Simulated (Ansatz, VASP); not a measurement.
# AlN: VASP beside Ansatz

```
CELL_PARAMETERS angstrom
0.00000 2.03452 2.03452
2.03452 0.00000 2.03452
2.03452 2.03452 0.00000
ATOMIC_POSITIONS crystal
Al 0.50000 0.50000 0.50000
N 0.00000 0.00000 0.00000
```

Alike in both runs: task single point; functional PBE-based screened hybrid; k mesh 6 × 6 × 6; occupations fermi-dirac, width 0.05 eV; no spin polarisation.

```csv
,VASP,Ansatz
version,VASP 6.6.1,Ansatz 0.2.0
potentials or method,"VASP PAW PBE potentials, release 64 (Al, N)",Ansatz PAW
plane-wave cutoff (eV),520,420
valence electrons in the cell,8,8
```

|  | VASP | Ansatz | Ansatz less VASP |
| --- | --- | --- | --- |
| gap on the k mesh at the Fermi level (eV) | 4.69 | 4.72 | +0.026 |
| least direct gap on the mesh (eV) | 5.70 | 5.69 | -0.009 |
| pressure (GPa) | -1.6 | -1.4 | +0.20 |

VASP's potentials were made for PBE, not for PBE-based screened hybrid.

The k mesh is coarse, so the values compare programs but aren't converged.
